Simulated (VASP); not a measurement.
# Cs (I4/mmm) in VASP: further runs

Cs is run at these levels: LDA; tasks: single point.

Everything below comes from runs of VASP 6.6.1. Logs are shortened: lines on timing, memory, paths and dates and some standing lists are left out, and cuts for length are marked.

### 1 The cell of the first run

It takes space group I4/mmm (No. 139, tetragonal). Conventional cell: a = 6.045 Å, b = 6.045 Å, c = 6.529 Å, α = 90.00°, β = 90.00°, γ = 90.00°.

### 2 Single point, LDA (strain +0.000 along x and y, +0.080 along z)

INCAR reads:

```
PREC = Accurate
ENCUT = 520
EDIFF = 1E-6
ISMEAR = 0
SIGMA = 0.15
LREAL = F
LASPH = T
NELM = 80
ALGO = Fast
ISIF = 2
LWAVE = F
LCHARG = F
GGA = CA
NBANDS = 10
```

KPOINTS reads:

```
regular mesh
0
Gamma
  12 12 12
```

POSCAR reads:

```
Cs
1.0
   -3.0225000000      3.0225000000      3.2643000000
    3.0225000000     -3.0225000000      3.2643000000
    3.0225000000      3.0225000000     -3.2643000000
Cs
1
Direct
    0.0000000000      0.0000000000      0.0000000000
```

Potentials or basis: VASP PAW LDA potentials, release 64 (Cs_sv).

Started as:

```console
cat potpaw_LDA.64/Cs_sv/POTCAR > POTCAR
mpirun -np 1 vasp_std > vasp.out
```

OUTCAR:

```text
PREC = Accurate
   ENCUT = 520
   EDIFF = 1E-6
   ISMEAR = 0
   LREAL = F
   LASPH = T
   NELM = 80
   ISIF = 2
   GGA = CA

 ion  position               nearest neighbor table
   1  0.000  0.000  0.000-

  LATTYP: Found a body centered tetragonal cell.
 ALAT       =     6.0450000000
 C/A-ratio  =     1.0800000000

  Lattice vectors:

 A1 = (  -3.0225000000,   3.0225000000,   3.2643000000)
 A2 = (   3.0225000000,  -3.0225000000,   3.2643000000)
 A3 = (   3.0225000000,   3.0225000000,  -3.2643000000)

Analysis of symmetry for initial positions (statically):
=====================================================================
 Subroutine PRICEL returns:
 Original cell was already a primitive cell.

 Routine SETGRP: Setting up the symmetry group for a
 body centered tetragonal supercell.

 Subroutine GETGRP returns: Found 16 space group operations
 (whereof 16 operations were pure point group operations)
 out of a pool of 16 trial point group operations.

The static configuration has the point symmetry D_4h.

Analysis of symmetry for dynamics (positions and initial velocities):
=====================================================================
 Subroutine PRICEL returns:
 Original cell was already a primitive cell.

 Routine SETGRP: Setting up the symmetry group for a
 body centered tetragonal supercell.

 Subroutine GETGRP returns: Found 16 space group operations
 (whereof 16 operations were pure point group operations)
 out of a pool of 16 trial point group operations.

The dynamic configuration has the point symmetry D_4h.

 Subroutine INISYM returns: Found 16 space group operations
 (whereof 16 operations are pure point group operations),
 and found     1 'primitive' translations

----------------------------------------------------------------------------------------

                                     Primitive cell

  volume of cell :     119.2841

  direct lattice vectors                    reciprocal lattice vectors
    -3.022500000  3.022500000  3.264300000     0.000000000  0.165425972  0.153172196
     3.022500000 -3.022500000  3.264300000     0.165425972  0.000000000  0.153172196
     3.022500000  3.022500000 -3.264300000     0.165425972  0.165425972  0.000000000

  length of vectors
     5.378351698  5.378351698  5.378351698     0.225449493  0.225449493  0.233947653

  position of ions in fractional coordinates (direct lattice)
     0.000000000  0.000000000  0.000000000

  ion indices of the primitive-cell ions
   primitive index   ion index
                 1           1

----------------------------------------------------------------------------------------

 KPOINTS: regular mesh

Automatic generation of k-mesh.
 Grid dimensions read from file:
 generate k-points for:   12   12   12

 Generating k-lattice:

  Cartesian coordinates                     Fractional coordinates (reciprocal lattice)
     0.000000000  0.013785498  0.012764350     0.083333333  0.000000000  0.000000000
     0.013785498  0.000000000  0.012764350     0.000000000  0.083333333  0.000000000
     0.013785498  0.013785498  0.000000000     0.000000000  0.000000000  0.083333333

  Length of vectors
     0.018787458  0.018787458  0.019495638

  Shift w.r.t. Gamma in fractional coordinates (k-lattice)
     0.000000000  0.000000000  0.000000000

 Subroutine IBZKPT returns following result:
 ===========================================

 Found    163 irreducible k-points:

 Following reciprocal coordinates:
            Coordinates               Weight
  0.000000  0.000000  0.000000      1.000000
  0.083333  0.000000  0.000000      8.000000
  0.166667  0.000000  0.000000      8.000000
  0.250000 -0.000000  0.000000      8.000000
  0.333333 -0.000000  0.000000      8.000000
  0.416667  0.000000 -0.000000      8.000000
[... 16 lines left out ...]
  0.500000  0.166667  0.000000     16.000000
 -0.416667  0.166667 -0.000000     16.000000
 [... further k-points ...]
   k-points           NKPTS =    163   k-points in BZ     NKDIM =    163   number of bands    NBANDS=     10
   number of dos      NEDOS =    301   number of ions     NIONS =      1
   total plane-waves  NPLWV =  64000
   dimension x,y,z NGX =    40 NGY =   40 NGZ =   40
   dimension x,y,z NGXF=    80 NGYF=   80 NGZF=   80
   ions per type =               1
   NGX,Y,Z   is equivalent  to a cutoff of  12.36, 12.36, 12.36 a.u.
   NGXF,Y,Z  is equivalent  to a cutoff of  24.73, 24.73, 24.73 a.u.
 SYSTEM =  unknown system
   PREC   = accura    normal or accurate (medium, high low for compatibility)
   ISTART =      0    job   : 0-new  1-cont  2-samecut
   ICHARG =      2    charge: 1-file 2-atom 10-const
   ISPIN  =      1    spin polarized calculation?
   LNONCOLLINEAR =      F non collinear calculations
   LSORBIT =      F    spin-orbit coupling
   LASPH  =      T    aspherical Exc in radial PAW
   ENCUT  =  520.0 eV  38.22 Ry    6.18 a.u.  10.00 10.00 10.00*2*pi/ulx,y,z
   NELM   =     80;   NELMIN=  2; NELMDL= -5     # of ELM steps
   EDIFF  = 0.1E-05   stopping-criterion for ELM
   LREAL  =      F    real-space projection
   EDIFFG = 0.1E-04   stopping-criterion for IOM
   NSW    =      0    number of steps for IOM
   IBRION =     -1    ionic relax: 0-MD 1-quasi-New 2-CG
   NFREE  =      0    steps in history (QN), initial steepest desc. (CG)
   ISIF   =      2    stress and relaxation
   ISYM   =      2    0-nonsym 1-usesym 2-fastsym
   POTIM  = 0.5000    time-step for ionic-motion
   TEBEG  =    0.0;   TEEND  =   0.0 temperature during run
   PSTRESS=    0.0 pullay stress
   NELECT =       9.0000    total number of electrons
   NUPDOWN=      -1.0000    fix difference up-down
   EMIN   =  10.00;   EMAX   =-10.00  energy-range for DOS
   EFERMI =   0.00;   METHOD = LEGACY
   ISMEAR =     0;   SIGMA  =   0.15  broadening in eV -4-tet -1-fermi 0-gaus
   EFERMI_NEDOS =   21; number of points for ismear=-14 and -15
   IALGO  =     68    algorithm
   IMIX   =      4    mixing-type and parameters
     AMIX     =   0.40;   BMIX     =  1.00
     AMIX_MAG =   1.60;   BMIX_MAG =  1.00
  volume/ion in A,a.u.               =     119.28       804.97
  Fermi-wavevector in a.u.,A,eV,Ry     =   0.691770  1.307255  6.511002  0.478545
  Thomas-Fermi vector in A             =   1.773514
   LORBIT       =      0    0 simple, 1 ext, 2 COOP (PROOUT), +10 PAW based schemes
   GGA     = CA    functional components
   LHFCALC =     F    Hartree Fock is set to
   AEXX    =    0.0000 exact exchange contribution
   IVDW    =     0    specifies the selected vdW correction
   LEPSILON=     F    determine dielectric tensor
   LRPA    =     F    only Hartree local field effects (RPA)
 non-spin polarized calculation
 RMM-DIIS sequential band-by-band and
 Gauss-broadening in eV      SIGMA  =   0.15
  energy-cutoff  :      520.00
  volume of cell :      119.28
 maximum number of plane-waves:      3241
   NGX = 19   NGY = 19   NGZ = 19

 number of electron       8.9999998 magnetization

 Free energy of the ion-electron system (eV)
  ---------------------------------------------------
  ext. energy  EPLUGINS =         0.00000000
  ---------------------------------------------------
  free energy    TOTEN  =        -0.96746706 eV

  energy without entropy =       -0.95167720  energy(sigma->0) =       -0.95957213

 E-fermi :   0.1974     XC(G=0):  -5.4503

 val. band max:        0.1970444333   @ k =  -0.2500   0.3333   0.2500
 cond. band min:       0.2037451013   @ k =  -0.3333   0.3333   0.2500
 fundamental gap:      0.0067006680
 Fermi energy:         0.1973664238

 k-point     1 :       0.0000    0.0000    0.0000
  band No.  band energies     occupation
      1     -23.6501      2.00000
      2     -10.3904      2.00000
      3     -10.3903      2.00000
      4     -10.3903      2.00000
      5      -1.4475      2.00000
      6       2.5136      0.00000
      7       2.5136      0.00000
      8       2.8021      0.00000
      9       3.2418      0.00000
     10       3.6542      0.00000

 k-point     2 :       0.0833    0.0000    0.0000
  band No.  band energies     occupation
      1     -23.6497      2.00000
      2     -10.3990      2.00000
      3     -10.3929      2.00000
      4     -10.3903      2.00000
      5      -1.3743      2.00000
      6       2.4571      0.00000
      7       2.5087      0.00000
      8       2.8075      0.00000
      9       3.1626      0.00000
     10       3.5993      0.00000

 k-point     3 :       0.1667    0.0000    0.0000
  band No.  band energies     occupation
      1     -23.6487      2.00000
      2     -10.4225      2.00000
      3     -10.4000      2.00000
      4     -10.3902      2.00000
      5      -1.1618      2.00000
      6       2.2243      0.00000
      7       2.3984      0.00000
      8       2.9612      0.00000
      9       3.1087      0.00000
     10       3.5272      0.00000

 k-point     4 :       0.2500   -0.0000    0.0000
  band No.  band energies     occupation
      1     -23.6473      2.00000
      2     -10.4540      2.00000
      3     -10.4096      2.00000
      4     -10.3900      2.00000
      5      -0.8312      2.00000
      6       1.8696      0.00000
      7       2.2198      0.00000
      8       3.1691      0.00000
      9       3.2965      0.00000
     10       3.5192      0.00000
[... 222 lines left out ...]
 k-point    22 :       0.4167    0.1667    0.0000
  band No.  band energies     occupation
      1     -23.6442      2.00000
      2     -10.5045      2.00000
      3     -10.4407      2.00000
      4     -10.3999      2.00000
      5       0.4404      0.02196
      6       1.0468      0.00000
      7       1.7289      0.00000
      8       3.0293      0.00000
      9       3.7936      0.00000
     10       4.1367      0.00000

 k-point    23 :       0.5000    0.1667    0.0000
  band No.  band energies     occupation
      1     -23.6444      2.00000
      2     -10.5002      2.00000
      3     -10.4363      2.00000
      4     -10.4008      2.00000
      5       0.2263      0.78474
      6       1.1946      0.00000
      7       1.7715      0.00000
      8       3.0922      0.00000
      9       3.7555      0.00000
     10       4.1125      0.00000

 k-point    24 :      -0.4167    0.1667   -0.0000
  band No.  band energies     occupation
      1     -23.6453      2.00000
      2     -10.4862      2.00000
      3     -10.4259      2.00000
      4     -10.4010      2.00000
      5      -0.1917      1.99976
      6       1.4757      0.00000
      7       1.8627      0.00000
      8       3.1263      0.00000
      9       3.7347      0.00000
     10       3.8714      0.00000

 [... further k-points ...]

------------------------ aborting loop because EDIFF is reached ----------------------------------------

  FORCE on cell =-STRESS in cart. coord.  units (eV):
  Direction    XX          YY          ZZ          XY          YZ          ZX
  --------------------------------------------------------------------------------------
  -------------------------------------------------------------------------------------
  Total       -0.2842277     -0.2842277     -0.2797604      0.0000000      0.0000000      0.0000000
  in kB       -3.8176336     -3.8176336     -3.7576312      0.0000000      0.0000000      0.0000000
  external PRESSURE =      -3.7976328 kB  Pullay stress =       0.0000000 kB

 VOLUME and BASIS-vectors are now :
 -----------------------------------------------------------------------------
  energy-cutoff  :      520.00
  volume of cell :      119.28
      direct lattice vectors                 reciprocal lattice vectors
    -3.022500000  3.022500000  3.264300000     0.000000000  0.165425972  0.153172196
     3.022500000 -3.022500000  3.264300000     0.165425972  0.000000000  0.153172196
     3.022500000  3.022500000 -3.264300000     0.165425972  0.165425972  0.000000000

 POSITION                                       TOTAL-FORCE (eV/Angst)
 -----------------------------------------------------------------------------------
      0.00000      0.00000      0.00000         0.000000      0.000000      0.000000
 -----------------------------------------------------------------------------------
    total drift:                               -0.000000      0.000000     -0.000000

  FREE ENERGIE OF THE ION-ELECTRON SYSTEM (eV)
  ---------------------------------------------------
  free  energy   TOTEN  =        -0.9674670575 eV

  energy  without entropy=       -0.9516772015  energy(sigma->0) =       -0.95957213
```

Wall time 3.4 min (1 thread of Intel Xeon 8259CL, shared host); peak memory 0.32 GiB.

Results:

- Free energy: -0.9675 eV
- Pressure: -0.4 GPa
- Band gap on the k mesh: zero (an odd number of electrons rules out a gap without spin polarisation)

Caveat: the cell differs from its parent crystal (strain +0.000 along x and y, +0.080 along z); spin-orbit coupling is left out, which moves the levels of the heavy elements.

### 3 Single point, LDA (strain +0.080 along x and y, +0.000 along z)

INCAR reads:

```
SYSTEM = Cs
PREC = Accurate ; ENCUT = 520
EDIFF = 1E-7 ; ISMEAR = 0
SIGMA = 0.15 ; LREAL = .False.
LASPH = .True. ; NELM = 100
ALGO = Fast ; ISIF = 2
LWAVE = .False. ; LCHARG = .False.
NBANDS = 10
```

KPOINTS reads:

```
regular mesh
0
Gamma
  12 12 12
  0 0 0
```

POSCAR reads:

```
Cs
1.0
   -3.2643000000      3.2643000000      3.0225000000
    3.2643000000     -3.2643000000      3.0225000000
    3.2643000000      3.2643000000     -3.0225000000
Cs
1
Direct
    0.0000000000      0.0000000000      0.0000000000
```

Potentials or basis: VASP PAW LDA potentials, release 64 (Cs_sv).

Started as:

```console
cat potpaw_LDA.64/Cs_sv/POTCAR > POTCAR
mpirun -np 1 vasp_std > vasp.out
```

OUTCAR:

```text
SYSTEM = Cs
   PREC = Accurate
   ENCUT = 520
   EDIFF = 1E-7
   ISMEAR = 0
   LREAL = .False.
   LASPH = .True.
   NELM = 100
   ISIF = 2

 ion  position               nearest neighbor table
   1  0.000  0.000  0.000-

  LATTYP: Found a body centered tetragonal cell.
 ALAT       =     6.5286000000
 C/A-ratio  =     0.9259259259

  Lattice vectors:

 A1 = (  -3.2643000000,   3.2643000000,   3.0225000000)
 A2 = (   3.2643000000,  -3.2643000000,   3.0225000000)
 A3 = (   3.2643000000,   3.2643000000,  -3.0225000000)
[... 492 lines left out ...]
     10       3.5715      0.00000

 [... further k-points ...]

------------------------ aborting loop because EDIFF is reached ----------------------------------------

  FORCE on cell =-STRESS in cart. coord.  units (eV):
  Direction    XX          YY          ZZ          XY          YZ          ZX
  --------------------------------------------------------------------------------------
  -------------------------------------------------------------------------------------
  Total       -0.3619030     -0.3619030     -0.3561293      0.0000000      0.0000000      0.0000000
  in kB       -4.5008680     -4.5008680     -4.4290624      0.0000000      0.0000000      0.0000000
  external PRESSURE =      -4.4769328 kB  Pullay stress =       0.0000000 kB

 VOLUME and BASIS-vectors are now :
 -----------------------------------------------------------------------------
  energy-cutoff  :      520.00
  volume of cell :      128.83
      direct lattice vectors                 reciprocal lattice vectors
    -3.264300000  3.264300000  3.022500000     0.000000000  0.153172196  0.165425972
     3.264300000 -3.264300000  3.022500000     0.153172196  0.000000000  0.165425972
     3.264300000  3.264300000 -3.022500000     0.153172196  0.153172196  0.000000000

 POSITION                                       TOTAL-FORCE (eV/Angst)
 -----------------------------------------------------------------------------------
      0.00000      0.00000      0.00000        -0.000000     -0.000000     -0.000000
 -----------------------------------------------------------------------------------
    total drift:                               -0.000000      0.000000      0.000000

  FREE ENERGIE OF THE ION-ELECTRON SYSTEM (eV)
  ---------------------------------------------------
  free  energy   TOTEN  =        -0.9427681675 eV

  energy  without entropy=       -0.9272287982  energy(sigma->0) =       -0.93499848
```

OSZICAR:

```text
N       E                     dE             d eps       ncg     rms          rms(c)
DAV:   1     0.519858384317E+02    0.51986E+02   -0.28201E+03  3260   0.617E+02
DAV:   2     0.451457895480E+01   -0.47471E+02   -0.46401E+02  4150   0.107E+02
DAV:   3    -0.854611454539E+00   -0.53692E+01   -0.53631E+01  3764   0.418E+01
DAV:   4    -0.941980273366E+00   -0.87369E-01   -0.87353E-01  4280   0.627E+00
DAV:   5    -0.942437759905E+00   -0.45749E-03   -0.45747E-03  4522   0.400E-01    0.126E-01
RMM:   6    -0.942377168950E+00    0.60591E-04   -0.80235E-04  3579   0.132E-01    0.866E-02
RMM:   7    -0.942754458619E+00   -0.37729E-03   -0.28307E-03  3697   0.237E-01    0.332E-02
RMM:   8    -0.942765454850E+00   -0.10996E-04   -0.13764E-04  4757   0.693E-02    0.394E-03
RMM:   9    -0.942767353031E+00   -0.18982E-05   -0.19701E-05  4994   0.223E-02    0.186E-03
RMM:  10    -0.942768079503E+00   -0.72647E-06   -0.48549E-06  5062   0.988E-03    0.479E-04
RMM:  11    -0.942768167547E+00   -0.88044E-07   -0.88223E-07  4739   0.428E-03
   1 F= -.94276817E+00 E0= -.93499848E+00  d E =-.155394E-01
```

stdout:

```text
POSCAR found type information on POSCAR Cs
 POSCAR found :  1 types and       1 ions
 scaLAPACK will be used
 LDA part: xc-table for (Slater(with rela. corr.)+CA(PZ))
 , standard interpolation
 POSCAR, INCAR and KPOINTS ok, starting setup
 FFT: planning ... GRIDC
 FFT: planning ... GRID_SOFT
 FFT: planning ... GRID
 WAVECAR not read
 entering main loop
```

It took 4.3 min on 1 thread of Intel Xeon 8259CL, shared host; peak memory 0.34 GiB.

Results:

| Quantity | Value |
| --- | --- |
| Free energy | -0.9428 eV |
| Pressure | -0.4 GPa |
| Band gap on the k mesh | zero (an odd number of electrons rules out a gap without spin polarisation) |

Levels at points of the mesh, in eV from the Fermi level:
| k point | band 3 | band 4 | band 5 | band 6 | band 7 | band 8 |
| --- | --- | --- | --- | --- | --- | --- |
| (0.00, 0.00, 0.00) | -10.65 | -10.65 | -1.57 | 2.16 | 2.46 | 2.46 |
| (0.50, 0.00, 0.00) | -10.68 | -10.65 | 0.10 | 0.89 | 1.52 | 2.96 |
| (0.50, 0.50, 0.00) | -10.68 | -10.65 | -0.02 | 0.75 | 1.82 | 2.75 |
| (0.50, 0.50, 0.50) | -10.72 | -10.71 | 0.71 | 0.81 | 2.56 | 2.56 |

Caveat: the cell differs from its parent crystal (strain +0.080 along x and y, +0.000 along z); spin-orbit coupling is left out, which moves the levels of the heavy elements.
